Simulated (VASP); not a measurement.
Write the native input for VASP 6.6.1 that does the following.

| Property | Result |
| --- | --- |
| Task | single point |
| Functional | PBEsol |
| Potentials or basis | VASP PAW PBE potentials, release 64 (Ge_d) |
| Cutoff | 520 eV |
| k mesh | 7 × 5 × 1 |
| Occupations | fermi-dirac, width 0.02 eV |
| Spin | no spin polarisation |
| Dipole correction | yes |
| Further INCAR settings | ALGO = Normal; EDIFF = 1e-06; NBANDS = 36 |

The structure of Ge lies in POSCAR:

```
Ge
1.0
    4.0132784970      0.0000000000      0.0000000000
    0.0000000000      5.6756328800      0.0000000000
    0.0000000000      0.0000000000     18.0066000000
Ge
4
Direct
    0.0000000000      0.3750000000      0.4442804514
    0.5000000000      0.1250000000      0.4442804514
    0.5000000000      0.8750000000      0.5557195486
    0.0000000000      0.6250000000      0.5557195486
```

These files were run (other wordings do the same):

INCAR

```
SYSTEM = Ge
PREC = Accurate
ENCUT = 520
EDIFF = 1E-6
ISMEAR = -1
SIGMA = 0.02
LREAL = .FALSE.
LASPH = .TRUE.
NELM = 60
ALGO = Normal
ISIF = 2
LWAVE = .FALSE.
LCHARG = .FALSE.
LDIPOL = .TRUE.
IDIPOL = 3
DIPOL = 0.5 0.5 0.500
GGA = PS
NBANDS = 36
```

KPOINTS

```
regular mesh
0
G
  7 5 1
  0 0 0
```

Potentials or basis: VASP PAW PBE potentials, release 64 (Ge_d).

Command:

```bash
$ cat potpaw_PBE.64/Ge_d/POTCAR > POTCAR
$ mpirun -np 1 vasp_std > vasp.out
```

It gave:

```json
{
  "Largest force": "0.348 eV/Å",
  "Band gap on the k mesh": "0.14 eV (least direct gap 0.52 eV)"
}
```

Caveat: the PAW data sets were made with another functional, which shifts forces and pressure a little.

It took 6.6 min on 1 thread of AMD EPYC 7R13, with other jobs on the host, peak memory 0.46 GiB.
